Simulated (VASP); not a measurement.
# BeTe (F-43m) in VASP: a series of runs, part 3 of 3

VASP 6.6.1. The steps go on from the part before.

## 4. Single point, PBE+D3(BJ)

This run uses another cell than the first one, of 22.70 Å³/atom, 1.014 times its volume.

Contents of INCAR:

```
SYSTEM = BeTe
PREC     = Accurate       ! precision mode
ENCUT    = 600            ! plane-wave cutoff, eV
EDIFF    = 1E-6           ! SCF threshold, eV
ISMEAR   = 0              ! smearing method
SIGMA    = 0.01           ! smearing width, eV
LREAL    = .FALSE.        ! projectors in reciprocal space
LASPH    = .TRUE.         ! aspherical terms in the spheres
NELM     = 120            ! most SCF steps
ALGO     = Normal         ! electronic algorithm
ISIF     = 2              ! what is computed and relaxed
LWAVE    = .FALSE.        ! write WAVECAR
LCHARG   = .TRUE.         ! write CHGCAR
GGA      = PE             ! functional
IVDW     = 12             ! dispersion correction
LELF     = .TRUE.         ! ELF
LVHAR    = .TRUE.       
NBANDS   = 11             ! bands
GGA_COMPAT= .FALSE.
```

Contents of KPOINTS:

```
Automatic mesh
0
G
  4 4 4
  0 0 0
```

Contents of POSCAR:

```
BeTe
1.0
    0.0000000000      2.8314587876      2.8314587876
    2.8314587876      0.0000000000      2.8314587876
    2.8314587876      2.8314587876      0.0000000000
Be Te
1 1
Direct
    0.0000000000      0.0000000000      0.0000000000
    0.7500000000      0.7500000000      0.7500000000
```

Potentials or basis: VASP PAW PBE potentials, release 64 (Be, Te).

On the command line:

```sh
> cat potpaw_PBE.64/Be/POTCAR potpaw_PBE.64/Te/POTCAR > POTCAR
> mpirun -np 1 vasp_std > vasp.out
```

OUTCAR:

```text
SYSTEM = BeTe
   PREC = Accurate
   ENCUT = 600
   EDIFF = 1E-6
   ISMEAR = 0
   LREAL = .FALSE.
   LASPH = .TRUE.
   NELM = 120
   ISIF = 2
   GGA = PE
   IVDW = 12
 IVDW          = 12

 ion  position               nearest neighbor table
   1  0.000  0.000  0.000-   2 2.45   2 2.45   2 2.45   2 2.45
   2  0.750  0.750  0.750-   1 2.45   1 2.45   1 2.45   1 2.45

  LATTYP: Found a face centered cubic cell.
 ALAT       =     5.6629175752

  Lattice vectors:

 A1 = (   0.0000000000,   2.8314587876,   2.8314587876)
 A2 = (   2.8314587876,   0.0000000000,   2.8314587876)
 A3 = (   2.8314587876,   2.8314587876,   0.0000000000)

Analysis of symmetry for initial positions (statically):
=====================================================================
 Subroutine PRICEL returns:
 Original cell was already a primitive cell.

 Routine SETGRP: Setting up the symmetry group for a
 face centered cubic supercell.

 Subroutine GETGRP returns: Found 24 space group operations
 (whereof 24 operations were pure point group operations)
 out of a pool of 48 trial point group operations.

The static configuration has the point symmetry T_d .

Analysis of symmetry for dynamics (positions and initial velocities):
=====================================================================
 Subroutine PRICEL returns:
 Original cell was already a primitive cell.

 Routine SETGRP: Setting up the symmetry group for a
 face centered cubic supercell.

 Subroutine GETGRP returns: Found 24 space group operations
 (whereof 24 operations were pure point group operations)
 out of a pool of 48 trial point group operations.

The dynamic configuration has the point symmetry T_d .

 Subroutine INISYM returns: Found 24 space group operations
 (whereof 24 operations are pure point group operations),
 and found     1 'primitive' translations

----------------------------------------------------------------------------------------

                                     Primitive cell

  volume of cell :      45.4005

  direct lattice vectors                    reciprocal lattice vectors
     0.000000000  2.831458788  2.831458788    -0.176587419  0.176587419  0.176587419
     2.831458788  0.000000000  2.831458788     0.176587419 -0.176587419  0.176587419
     2.831458788  2.831458788  0.000000000     0.176587419  0.176587419 -0.176587419

  length of vectors
     4.004287419  4.004287419  4.004287419     0.305858382  0.305858382  0.305858382

  position of ions in fractional coordinates (direct lattice)
     0.000000000  0.000000000  0.000000000
     0.750000000  0.750000000  0.750000000

  ion indices of the primitive-cell ions
   primitive index   ion index
                 1           1
                 2           2

----------------------------------------------------------------------------------------

 KPOINTS: Automatic mesh

Automatic generation of k-mesh.
 Grid dimensions read from file:
 generate k-points for:    4    4    4

 Generating k-lattice:

  Cartesian coordinates                     Fractional coordinates (reciprocal lattice)
    -0.044146855  0.044146855  0.044146855     0.250000000  0.000000000  0.000000000
     0.044146855 -0.044146855  0.044146855     0.000000000  0.250000000  0.000000000
     0.044146855  0.044146855 -0.044146855     0.000000000  0.000000000  0.250000000

  Length of vectors
     0.076464596  0.076464596  0.076464596

  Shift w.r.t. Gamma in fractional coordinates (k-lattice)
     0.000000000  0.000000000  0.000000000

 Subroutine IBZKPT returns following result:
 ===========================================

 Found      8 irreducible k-points:

 Following reciprocal coordinates:
            Coordinates               Weight
  0.000000  0.000000  0.000000      1.000000
  0.250000  0.000000  0.000000      8.000000
  0.500000  0.000000  0.000000      4.000000
  0.250000  0.250000  0.000000      6.000000
  0.500000  0.250000  0.000000     24.000000
 -0.250000  0.250000  0.000000     12.000000
  0.500000  0.500000  0.000000      3.000000
 -0.250000  0.500000  0.250000      6.000000
   k-points           NKPTS =      8   k-points in BZ     NKDIM =      8   number of bands    NBANDS=     11
   number of dos      NEDOS =    301   number of ions     NIONS =      2
   total plane-waves  NPLWV =  32768
   dimension x,y,z NGX =    32 NGY =   32 NGZ =   32
   dimension x,y,z NGXF=    64 NGYF=   64 NGZF=   64
   ions per type =               1   1
   NGX,Y,Z   is equivalent  to a cutoff of  13.29, 13.29, 13.29 a.u.
   NGXF,Y,Z  is equivalent  to a cutoff of  26.57, 26.57, 26.57 a.u.
 SYSTEM =  BeTe
   PREC   = accura    normal or accurate (medium, high low for compatibility)
   ISTART =      0    job   : 0-new  1-cont  2-samecut
   ICHARG =      2    charge: 1-file 2-atom 10-const
   ISPIN  =      1    spin polarized calculation?
   LNONCOLLINEAR =      F non collinear calculations
   LSORBIT =      F    spin-orbit coupling
   LASPH  =      T    aspherical Exc in radial PAW
   ENCUT  =  600.0 eV  44.10 Ry    6.64 a.u.   8.00  8.00  8.00*2*pi/ulx,y,z
   NELM   =    120;   NELMIN=  2; NELMDL= -5     # of ELM steps
   EDIFF  = 0.1E-05   stopping-criterion for ELM
   LREAL  =      F    real-space projection
   EDIFFG = 0.1E-04   stopping-criterion for IOM
   NSW    =      0    number of steps for IOM
   IBRION =     -1    ionic relax: 0-MD 1-quasi-New 2-CG
   NFREE  =      0    steps in history (QN), initial steepest desc. (CG)
   ISIF   =      2    stress and relaxation
   ISYM   =      2    0-nonsym 1-usesym 2-fastsym
   POTIM  = 0.5000    time-step for ionic-motion
   TEBEG  =    0.0;   TEEND  =   0.0 temperature during run
   PSTRESS=    0.0 pullay stress
   NELECT =       8.0000    total number of electrons
   NUPDOWN=      -1.0000    fix difference up-down
   EMIN   =  10.00;   EMAX   =-10.00  energy-range for DOS
   EFERMI =   0.00;   METHOD = LEGACY
   ISMEAR =     0;   SIGMA  =   0.01  broadening in eV -4-tet -1-fermi 0-gaus
   EFERMI_NEDOS =   21; number of points for ismear=-14 and -15
   IALGO  =     38    algorithm
   IMIX   =      4    mixing-type and parameters
     AMIX     =   0.40;   BMIX     =  1.00
     AMIX_MAG =   1.60;   BMIX_MAG =  1.00
  volume/ion in A,a.u.               =      22.70       153.19
  Fermi-wavevector in a.u.,A,eV,Ry     =   0.917807  1.734403 11.461129  0.842369
  Thomas-Fermi vector in A             =   2.042817
   LORBIT       =      0    0 simple, 1 ext, 2 COOP (PROOUT), +10 PAW based schemes
   GGA     = PE    functional components
   LHFCALC =     F    Hartree Fock is set to
   AEXX    =    0.0000 exact exchange contribution
   IVDW    =    12    specifies the selected vdW correction
   LEPSILON=     F    determine dielectric tensor
   LRPA    =     F    only Hartree local field effects (RPA)
 non-spin polarized calculation
 Gauss-broadening in eV      SIGMA  =   0.01
  energy-cutoff  :      600.00
  volume of cell :       45.40
 maximum number of plane-waves:      1540
   NGX = 15   NGY = 15   NGZ = 15

 number of electron       8.0000000 magnetization

 Free energy of the ion-electron system (eV)
  ---------------------------------------------------
  ext. energy  EPLUGINS =         0.00000000
  ---------------------------------------------------
  free energy    TOTEN  =        -7.54782563 eV

  energy without entropy =       -7.54782563  energy(sigma->0) =       -7.54782563

 E-fermi :   5.0569     XC(G=0):  -8.9773

 val. band max:        4.9359482380   @ k =   0.0000   0.0000   0.0000
 cond. band min:       6.9398462727   @ k =   0.5000   0.5000   0.0000
 fundamental gap:      2.0038980346
 Fermi energy:         5.0569072389

 k-point     1 :       0.0000    0.0000    0.0000
  band No.  band energies     occupation
      1      -7.2521      2.00000
      2       4.9359      2.00000
      3       4.9359      2.00000
      4       4.9359      2.00000
      5       8.5465      0.00000
      6       8.5465      0.00000
      7       8.5465      0.00000
      8       8.6365      0.00000
      9      13.2227      0.00000
     10      15.1358      0.00000
     11      15.1358      0.00000
[... 85 lines left out ...]
 k-point     8 :      -0.2500    0.5000    0.2500
  band No.  band energies     occupation
      1      -5.4359      2.00000
      2       0.4144      2.00000
      3       1.3237      2.00000
      4       1.8013      2.00000
      5      10.2083      0.00000
      6      10.4457      0.00000
      7      10.4854      0.00000
      8      11.0392      0.00000
      9      15.7312      0.00000
     10      16.5241      0.00000
     11      17.6772      0.00000

------------------------ aborting loop because EDIFF is reached ----------------------------------------

 Edisp (eV)   -0.66510

 E8    (eV) :    -0.2832

  FORCE on cell =-STRESS in cart. coord.  units (eV):
  Direction    XX          YY          ZZ          XY          YZ          ZX
  --------------------------------------------------------------------------------------
  -------------------------------------------------------------------------------------
  Total      -0.54198    -0.54198    -0.54198     0.00000     0.00000    -0.00000
  in kB     -19.12647   -19.12647   -19.12647     0.00000     0.00000    -0.00000
  external pressure =      -19.13 kB  Pullay stress =        0.00 kB

 VOLUME and BASIS-vectors are now :
 -----------------------------------------------------------------------------
  energy-cutoff  :      600.00
  volume of cell :       45.40
      direct lattice vectors                 reciprocal lattice vectors
     0.000000000  2.831458788  2.831458788    -0.176587419  0.176587419  0.176587419
     2.831458788  0.000000000  2.831458788     0.176587419 -0.176587419  0.176587419
     2.831458788  2.831458788  0.000000000     0.176587419  0.176587419 -0.176587419

 POSITION                                       TOTAL-FORCE (eV/Angst)
 -----------------------------------------------------------------------------------
      0.00000      0.00000      0.00000         0.000000      0.000000      0.000000
      4.24719      4.24719      4.24719        -0.000000     -0.000000      0.000000
 -----------------------------------------------------------------------------------
    total drift:                               -0.000000     -0.000000     -0.000000

  FREE ENERGIE OF THE ION-ELECTRON SYSTEM (eV)
  ---------------------------------------------------
  free  energy   TOTEN  =        -8.2129262949 eV

  energy  without entropy=       -8.2129262949  energy(sigma->0) =       -8.21292629
```

It took 5.5 s on 1 thread of Intel Xeon Platinum 8375C at 2.90GHz (Ice Lake), shared host; peak memory 0.18 GiB.

Results:

- Free energy: -8.2129 eV
- Pressure: -1.9 GPa
- Band gap on the k mesh: 2.00 eV, indirect (least direct gap 3.61 eV)
- Dispersion energy per atom: -0.333 eV

Caveat: the k points lie up to 0.48 Å⁻¹ apart; spin-orbit coupling is left out, which moves the levels of the heavy elements. PBE gaps usually lie below the measured ones, often by a third to a half.

## 5. Single point, LDA

This run uses another cell than the first one, of 22.70 Å³/atom, 1.014 times its volume.

Contents of INCAR:

```
SYSTEM = BeTe
  ALGO = Normal
  EDIFF = 1E-6
  ENCUT = 600
  GGA = CA
  GGA_COMPAT = .False.
  ISIF = 2
  ISMEAR = -1
  LASPH = .True.
  LCHARG = .False.
  LREAL = .False.
  LWAVE = .False.
  NBANDS = 11
  NELECT = 6.0
  NELM = 120
  PREC = Accurate
  SIGMA = 0.08617333262145177
```

Contents of KPOINTS:

```
k-points
0
Gamma
  4 4 4
  0 0 0
```

POSCAR is that of step 4.

Potentials or basis: VASP PAW LDA potentials, release 64 (Be, Te).

On the command line:

```sh
> cat potpaw_LDA.64/Be/POTCAR potpaw_LDA.64/Te/POTCAR > POTCAR
> mpirun -np 1 vasp_std > vasp.out
```

Run time: 3.4 s. Hardware: 1 thread of Intel Xeon Platinum 8375C at 2.90GHz (Ice Lake), shared host; peak memory 0.15 GiB.

Results (log left out):

| Property | Result |
| --- | --- |
| Free energy | -15.5505 eV |

Levels at points of the mesh, in eV from the Fermi level:
```csv
k point,band 1,band 2,band 3,band 4,band 5,band 6
"(0.00, 0.00, 0.00)",-10.41,1.71,1.71,1.71,5.95,6.01
"(0.50, 0.00, 0.00)",-9.33,-3.07,0.75,0.75,5.44,7.09
"(0.50, 0.50, 0.00)",-8.94,-2.76,-0.53,-0.53,4.93,5.39
```

Caveat: the k points lie up to 0.48 Å⁻¹ apart; the cell carries a net charge on a neutralising background, which shifts energy and pressure; the cell is charged against a uniform background, so pressure and absolute levels hang on convention; spin-orbit coupling is left out, which moves the levels of the heavy elements.

## 6. The runs side by side

```tsv
level	cell	smearing	gap on the mesh (eV)	pressure (GPa)
PBE	a = 3.986 Å, angles 60.0°, 2 atoms	gaussian 0.1 eV	1.97	1.4
PBE+D3(BJ)	a = 4.004 Å, angles 60.0°, 2 atoms	gaussian 0.1 eV	2.00	-1.9
PBE+D3(BJ)	a = 4.004 Å, angles 60.0°, 2 atoms	gaussian 0.01 eV	2.00	-1.9
```

Alike in all rows: task single point; potentials or basis VASP PAW PBE potentials, release 64 (Be, Te); no spin polarisation; k mesh 4 × 4 × 4; cutoff (eV) 600.

Caveats: all runs use coarse meshes; spin-orbit coupling is left out, which moves the levels of the heavy elements.

Absolute energies hang on the potentials; compare differences alone.
